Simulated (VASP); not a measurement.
# TiN in VASP: further runs

The runs below take TiN through single point, with PBEsol.

Program: VASP 6.6.1. These are calculated values, not measurements. Logs are shortened: lines on timing, memory, paths and dates and some standing lists are left out, and cuts for length are marked.

## Step 1: The cell of the first run

The cell holds a slab with vacuum, 12 atoms: a = 2.973 Å, b = 2.973 Å, c = 25.510 Å, α = 90.00°, β = 90.00°, γ = 90.00°.

## Step 2: Single point, PBEsol

INCAR reads:

```
SYSTEM = TiN
  ALGO = Normal
  DIPOL = 0.5 0.5 0.500
  EDIFF = 1E-6
  ENCUT = 520
  GGA = PS
  IDIPOL = 3
  ISIF = 2
  ISMEAR = 0
  LASPH = .True.
  LCHARG = .True.
  LDIPOL = .True.
  LELF = .True.
  LREAL = .False.
  LVACPOTAV = .True.
  LVHAR = .True.
  LWAVE = .False.
  NBANDS = 63
  NELM = 60
  PREC = Accurate
  SIGMA = 0.1
```

KPOINTS reads:

```
k-points
0
Gamma
  12 12 1
  0 0 0
```

POSCAR reads:

```
TiN
1.0
    2.9726300466      0.0000000000      0.0000000000
    0.0000000000      2.9726300466      0.0000000000
    0.0000000000      0.0000000000     25.5098343195
Ti N
6 6
Direct
    0.5000000000      0.5000000000      0.2991591133
    0.0000000000      0.0000000000      0.3775601910
    0.5000000000      0.5000000000      0.4577425098
    0.0000000000      0.0000000000      0.5422574870
    0.5000000000      0.5000000000      0.6224397885
    0.0000000000      0.0000000000      0.7008408946
    0.0000000000      0.0000000000      0.2921827403
    0.5000000000      0.5000000000      0.3761213062
    0.0000000000      0.0000000000      0.4597780923
    0.5000000000      0.5000000000      0.5402219077
    0.0000000000      0.0000000000      0.6238786821
    0.5000000000      0.5000000000      0.7078172871
```

Potentials or basis: VASP PAW PBE potentials, release 64 (Ti_sv, N).

Started as:

```sh
$ cat potpaw_PBE.64/Ti_sv/POTCAR potpaw_PBE.64/N/POTCAR > POTCAR
$ mpirun -np 1 vasp_std > vasp.out
```

OUTCAR:

```text
SYSTEM = TiN
   EDIFF = 1E-6
   ENCUT = 520
   GGA = PS
   ISIF = 2
   ISMEAR = 0
   LASPH = .True.
   LREAL = .False.
   NELM = 60
   PREC = Accurate

 ion  position               nearest neighbor table
   1  0.500  0.500  0.299-   8 1.96   7 2.11   7 2.11   7 2.11   7 2.11   2 2.90   2 2.90   2 2.90
                             2 2.90
   2  0.000  0.000  0.378-   9 2.10   8 2.10   8 2.10   8 2.10   8 2.10   7 2.18   1 2.90   1 2.90
                             1 2.90   1 2.90
   3  0.500  0.500  0.458-   8 2.08   9 2.10   9 2.10   9 2.10   9 2.10  10 2.10
   4  0.000  0.000  0.542-  11 2.08  10 2.10  10 2.10  10 2.10  10 2.10   9 2.10
   5  0.500  0.500  0.622-  10 2.10  11 2.10  11 2.10  11 2.10  11 2.10  12 2.18   6 2.90   6 2.90
                             6 2.90   6 2.90
   6  0.000  0.000  0.701-  11 1.96  12 2.11  12 2.11  12 2.11  12 2.11   5 2.90   5 2.90   5 2.90
                             5 2.90
   7  0.000  0.000  0.292-   1 2.11   1 2.11   1 2.11   1 2.11   2 2.18
   8  0.500  0.500  0.376-   1 1.96   3 2.08   2 2.10   2 2.10   2 2.10   2 2.10
   9  0.000  0.000  0.460-   2 2.10   3 2.10   3 2.10   3 2.10   3 2.10   4 2.10
  10  0.500  0.500  0.540-   5 2.10   4 2.10   4 2.10   4 2.10   4 2.10   3 2.10
  11  0.000  0.000  0.624-   6 1.96   4 2.08   5 2.10   5 2.10   5 2.10   5 2.10
  12  0.500  0.500  0.708-   6 2.11   6 2.11   6 2.11   6 2.11   5 2.18

  LATTYP: Found a simple tetragonal cell.
 ALAT       =     2.9726300466
 C/A-ratio  =     8.5815705014

  Lattice vectors:

 A1 = (   2.9726300466,   0.0000000000,   0.0000000000)
 A2 = (   0.0000000000,   2.9726300466,   0.0000000000)
 A3 = (   0.0000000000,   0.0000000000,  25.5098343195)

Analysis of symmetry for initial positions (statically):
=====================================================================
 Subroutine PRICEL returns:
 Original cell was already a primitive cell.

 Routine SETGRP: Setting up the symmetry group for a
 simple tetragonal supercell.

 Subroutine GETGRP returns: Found 16 space group operations
 (whereof  8 operations were pure point group operations)
 out of a pool of 16 trial point group operations.

The static configuration has the point symmetry C_4v.
 The point group associated with its full space group is D_4h.

Analysis of symmetry for dynamics (positions and initial velocities):
=====================================================================
 Subroutine PRICEL returns:
 Original cell was already a primitive cell.

 Routine SETGRP: Setting up the symmetry group for a
 simple tetragonal supercell.

 Subroutine GETGRP returns: Found 16 space group operations
 (whereof  8 operations were pure point group operations)
 out of a pool of 16 trial point group operations.

The dynamic configuration has the point symmetry C_4v.
 The point group associated with its full space group is D_4h.

 Subroutine INISYM returns: Found 16 space group operations
 (whereof  8 operations are pure point group operations),
 and found     1 'primitive' translations

----------------------------------------------------------------------------------------

                                     Primitive cell

  volume of cell :     225.4184

  direct lattice vectors                    reciprocal lattice vectors
     2.972630047  0.000000000  0.000000000     0.336402440  0.000000000  0.000000000
     0.000000000  2.972630047  0.000000000     0.000000000  0.336402440  0.000000000
     0.000000000  0.000000000 25.509834320     0.000000000  0.000000000  0.039200568

  length of vectors
     2.972630047  2.972630047 25.509834320     0.336402440  0.336402440  0.039200568

  position of ions in fractional coordinates (direct lattice)
     0.500000000  0.500000000  0.299159113
     0.000000000  0.000000000  0.377560191
     0.500000000  0.500000000  0.457742510
     0.000000000  0.000000000  0.542257487
     0.500000000  0.500000000  0.622439789
     0.000000000  0.000000000  0.700840895
     0.000000000  0.000000000  0.292182740
     0.500000000  0.500000000  0.376121306
     0.000000000  0.000000000  0.459778092
     0.500000000  0.500000000  0.540221908
     0.000000000  0.000000000  0.623878682
     0.500000000  0.500000000  0.707817287

  ion indices of the primitive-cell ions
   primitive index   ion index
                 1           1
                 2           2
                 3           3
                 4           4
                 5           5
                 6           6
                 7           7
                 8           8
                 9           9
                10          10
                11          11
                12          12

----------------------------------------------------------------------------------------

 KPOINTS: k-points

Automatic generation of k-mesh.
 Grid dimensions read from file:
 generate k-points for:   12   12    1

 Generating k-lattice:

  Cartesian coordinates                     Fractional coordinates (reciprocal lattice)
     0.028033537  0.000000000  0.000000000     0.083333333  0.000000000  0.000000000
     0.000000000  0.028033537  0.000000000     0.000000000  0.083333333  0.000000000
     0.000000000  0.000000000  0.039200568     0.000000000  0.000000000  1.000000000

  Length of vectors
     0.028033537  0.028033537  0.039200568

  Shift w.r.t. Gamma in fractional coordinates (k-lattice)
     0.000000000  0.000000000  0.000000000

 Subroutine IBZKPT returns following result:
 ===========================================

 Found     28 irreducible k-points:

 Following reciprocal coordinates:
            Coordinates               Weight
  0.000000  0.000000  0.000000      1.000000
  0.083333  0.000000  0.000000      4.000000
  0.166667  0.000000  0.000000      4.000000
  0.250000  0.000000  0.000000      4.000000
  0.333333  0.000000  0.000000      4.000000
  0.416667  0.000000  0.000000      4.000000
[... 16 lines left out ...]
  0.333333  0.333333  0.000000      4.000000
  0.416667  0.333333  0.000000      8.000000
 [... further k-points ...]
   k-points           NKPTS =     28   k-points in BZ     NKDIM =     28   number of bands    NBANDS=     63
   number of dos      NEDOS =    301   number of ions     NIONS =     12
   total plane-waves  NPLWV = 110592
   dimension x,y,z NGX =    24 NGY =   24 NGZ =  192
   dimension x,y,z NGXF=    48 NGYF=   48 NGZF=  384
   ions per type =               6   6
   NGX,Y,Z   is equivalent  to a cutoff of  13.42, 13.42, 12.51 a.u.
   NGXF,Y,Z  is equivalent  to a cutoff of  26.84, 26.84, 25.03 a.u.
 SYSTEM =  TiN
   PREC   = accura    normal or accurate (medium, high low for compatibility)
   ISTART =      0    job   : 0-new  1-cont  2-samecut
   ICHARG =      2    charge: 1-file 2-atom 10-const
   ISPIN  =      1    spin polarized calculation?
   LNONCOLLINEAR =      F non collinear calculations
   LSORBIT =      F    spin-orbit coupling
   LASPH  =      T    aspherical Exc in radial PAW
   ENCUT  =  520.0 eV  38.22 Ry    6.18 a.u.   5.53  5.53 47.43*2*pi/ulx,y,z
   NELM   =     60;   NELMIN=  2; NELMDL= -5     # of ELM steps
   EDIFF  = 0.1E-05   stopping-criterion for ELM
   LREAL  =      F    real-space projection
   EDIFFG = 0.1E-04   stopping-criterion for IOM
   NSW    =      0    number of steps for IOM
   IBRION =     -1    ionic relax: 0-MD 1-quasi-New 2-CG
   NFREE  =      0    steps in history (QN), initial steepest desc. (CG)
   ISIF   =      2    stress and relaxation
   ISYM   =      2    0-nonsym 1-usesym 2-fastsym
   POTIM  = 0.5000    time-step for ionic-motion
   TEBEG  =    0.0;   TEEND  =   0.0 temperature during run
   PSTRESS=    0.0 pullay stress
   NELECT =     102.0000    total number of electrons
   NUPDOWN=      -1.0000    fix difference up-down
   EMIN   =  10.00;   EMAX   =-10.00  energy-range for DOS
   EFERMI =   0.00;   METHOD = LEGACY
   ISMEAR =     0;   SIGMA  =   0.10  broadening in eV -4-tet -1-fermi 0-gaus
   EFERMI_NEDOS =   21; number of points for ismear=-14 and -15
   IALGO  =     38    algorithm
   IMIX   =      4    mixing-type and parameters
     AMIX     =   0.40;   BMIX     =  1.00
     AMIX_MAG =   1.60;   BMIX_MAG =  1.00
  volume/ion in A,a.u.               =      18.78       126.77
  Fermi-wavevector in a.u.,A,eV,Ry     =   1.256835  2.375075 21.492245  1.579635
  Thomas-Fermi vector in A             =   2.390524
   LORBIT       =      0    0 simple, 1 ext, 2 COOP (PROOUT), +10 PAW based schemes
   GGA     = PS    functional components
   LHFCALC =     F    Hartree Fock is set to
   AEXX    =    0.0000 exact exchange contribution
   IVDW    =     0    specifies the selected vdW correction
   LEPSILON=     F    determine dielectric tensor
   LRPA    =     F    only Hartree local field effects (RPA)
 non-spin polarized calculation
 Gauss-broadening in eV      SIGMA  =   0.10
  energy-cutoff  :      520.00
  volume of cell :      225.42
 maximum number of plane-waves:      6117
 NGX is ok and might be reduce to    24
   NGX = 11   NGY = 11   NGZ = 95

 dipolmoment           0.000000      0.000000     -0.000000 electrons x Angstroem

 number of electron     101.9999969 magnetization

 dipolmoment           0.000000      0.000000      0.000009 electrons x Angstroem

 Free energy of the ion-electron system (eV)
  ---------------------------------------------------
  ext. energy  EPLUGINS =         0.00000000
  ---------------------------------------------------
  free energy    TOTEN  =      -123.10160589 eV

  energy without entropy =     -123.08156443  energy(sigma->0) =     -123.09158516

 E-fermi :   4.2571     XC(G=0):  -7.2521

 val. band max:        4.2553275334   @ k =   0.2500   0.0000   0.0000
 cond. band min:       4.2691721427   @ k =   0.1667   0.0000   0.0000
 fundamental gap:      0.0138446094
 Fermi energy:         4.2571392251

 k-point     1 :       0.0000    0.0000    0.0000
  band No.  band energies     occupation
      1     -53.2899      2.00000
      2     -53.2765      2.00000
      3     -53.2677      2.00000
      4     -53.2202      2.00000
      5     -53.0551      2.00000
      6     -53.0520      2.00000
[... 55 lines left out ...]
     62       5.3565      0.00000
     63       5.6178      0.00000

 k-point     2 :       0.0833    0.0000    0.0000
  band No.  band energies     occupation
      1     -53.2856      2.00000
      2     -53.2731      2.00000
      3     -53.2648      2.00000
      4     -53.2182      2.00000
      5     -53.0537      2.00000
      6     -53.0509      2.00000
[... 55 lines left out ...]
     62       5.6197      0.00000
     63       5.6973      0.00000

 k-point     3 :       0.1667    0.0000    0.0000
  band No.  band energies     occupation
      1     -53.2735      2.00000
      2     -53.2639      2.00000
      3     -53.2568      2.00000
      4     -53.2130      2.00000
      5     -53.0500      2.00000
      6     -53.0478      2.00000
[... 1375 lines left out ...]
     62       6.5052      0.00000
     63       6.5773      0.00000

 k-point    24 :       0.4167    0.3333    0.0000
  band No.  band energies     occupation
      1     -53.2025      2.00000
      2     -53.2023      2.00000
      3     -53.1847      2.00000
      4     -53.1763      2.00000
      5     -53.0108      2.00000
      6     -53.0106      2.00000
[... 55 lines left out ...]
     62       6.5868      0.00000
     63       6.7409      0.00000

 [... further k-points ...]
[... 5 lines left out ...]
  --------------------------------------------------------------------------------------
  -------------------------------------------------------------------------------------
  Total       -3.8933689     -3.8933689      0.3349943      0.0000000      0.0000000      0.0000000
  in kB      -27.6723968    -27.6723968      2.3809955      0.0000000      0.0000000      0.0000000
  external PRESSURE =     -17.6545993 kB  Pullay stress =       0.0000000 kB

 VOLUME and BASIS-vectors are now :
 -----------------------------------------------------------------------------
  energy-cutoff  :      520.00
  volume of cell :      225.42
      direct lattice vectors                 reciprocal lattice vectors
     2.972630047  0.000000000  0.000000000     0.336402440  0.000000000  0.000000000
     0.000000000  2.972630047  0.000000000     0.000000000  0.336402440  0.000000000
     0.000000000  0.000000000 25.509834320     0.000000000  0.000000000  0.039200568

 POSITION                                       TOTAL-FORCE (eV/Angst)
 -----------------------------------------------------------------------------------
      1.48632      1.48632      7.63150         0.000000      0.000000     -0.033754
      0.00000      0.00000      9.63150         0.000000     -0.000000      0.000830
      1.48632      1.48632     11.67694        -0.000000     -0.000000     -0.000412
      0.00000      0.00000     13.83290         0.000000      0.000000      0.000412
      1.48632      1.48632     15.87834         0.000000      0.000000     -0.000830
      0.00000      0.00000     17.87834         0.000000     -0.000000      0.033754
      0.00000      0.00000      7.45353         0.000000     -0.000000     -0.016002
      1.48632      1.48632      9.59479         0.000000      0.000000      0.012964
      0.00000      0.00000     11.72886         0.000000     -0.000000     -0.008858
      1.48632      1.48632     13.78097        -0.000000      0.000000      0.008858
      0.00000      0.00000     15.91504         0.000000     -0.000000     -0.012964
      1.48632      1.48632     18.05630         0.000000      0.000000      0.016002
 -----------------------------------------------------------------------------------
    total drift:                                0.000000     -0.000000      0.003350

  FREE ENERGIE OF THE ION-ELECTRON SYSTEM (eV)
  ---------------------------------------------------
  free  energy   TOTEN  =      -123.1016058906 eV

  energy  without entropy=     -123.0815644269  energy(sigma->0) =     -123.09158516

 vacuum level on the upper side and lower side of the slab         7.227         7.227
```

Wall time 11 min (1 thread of AMD EPYC 7R13 (Zen 3), shared host); peak memory 0.44 GiB.

Results:

```
Free energy            : -123.1016 eV
Largest force          : 0.034 eV/Å
Band gap on the k mesh : zero (bands 51 and 52 overlap by 2.71 eV)
```

Forces on the atoms (eV/Å):
```
Ti   0.000  0.000 -0.034
Ti   0.000  0.000  0.001
Ti   0.000  0.000  0.000
Ti   0.000  0.000  0.000
Ti   0.000  0.000 -0.001
Ti   0.000  0.000  0.034
N    0.000  0.000 -0.016
N    0.000  0.000  0.013
N    0.000  0.000 -0.009
N    0.000  0.000  0.009
N    0.000  0.000 -0.013
N    0.000  0.000  0.016
```

Levels at points of the mesh, in eV from the Fermi level:
| k point | band 48 | band 49 | band 50 | band 51 | band 52 | band 53 | band 54 | band 55 |
| --- | --- | --- | --- | --- | --- | --- | --- | --- |
| (0.00, 0.00, 0.00) | -2.10 | -2.10 | -1.99 | -1.99 | -1.64 | -0.97 | -0.67 | -0.42 |
| (0.50, 0.00, 0.00) | -4.46 | 0.94 | 0.94 | 1.07 | 1.07 | 1.48 | 1.48 | 1.60 |
| (0.50, 0.50, 0.00) | -2.80 | -2.73 | -2.73 | -1.36 | -1.36 | 0.40 | 0.40 | 1.42 |

Caveat: the PAW data sets were made with another functional, which shifts forces and pressure a little.

(Continued in part 2 of 2.)
